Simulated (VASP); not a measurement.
Here is a VASP 6.6.1 calculation.

The input INCAR:

```
PREC = Accurate
ENCUT = 520
EDIFF = 1E-6
ISMEAR = 0
SIGMA = 0.05
LREAL = False
LASPH = True
NELM = 60
ALGO = Normal
ISIF = 2
LWAVE = False
LCHARG = True
LELF = True
LVHAR = True
NBANDS = 28
```

File KPOINTS:

```
regular mesh
0
Gamma
  4 4 4
```

Contents of POSCAR:

```
RbCaBr3
1.0
    5.7366900000      0.0143417250      0.0000000000
    0.0143417250      5.7366900000      0.0000000000
    0.0000000000      0.0000000000      5.7366900000
Rb Ca Br
1 1 3
Direct
    0.5000000000      0.5000000000      0.5000000000
    0.0000000000      0.0000000000      0.0000000000
    0.5000000000      0.0000000000      0.0000000000
    0.0000000000      0.5000000000      0.0000000000
    0.0000000000      0.0000000000      0.5000000000
```

Potentials or basis: VASP PAW LDA potentials, release 64 (Rb_sv, Ca_sv, Br).

Command:

```sh
$ cat potpaw_LDA.64/Rb_sv/POTCAR potpaw_LDA.64/Ca_sv/POTCAR potpaw_LDA.64/Br/POTCAR > POTCAR
$ mpirun -np 1 vasp_std > vasp.out
```

Task: Estimate the band gap on the k mesh.

Result: 3.68 eV, indirect (least direct gap 3.98 eV).

Task: What does it give for the pressure?

Result: -2.4 GPa.

Caveat: the cell differs from its parent crystal (strain +0.0050 x Voigt [0, 0, 0, 0, 0, 1]). A k mesh can miss the band edges.
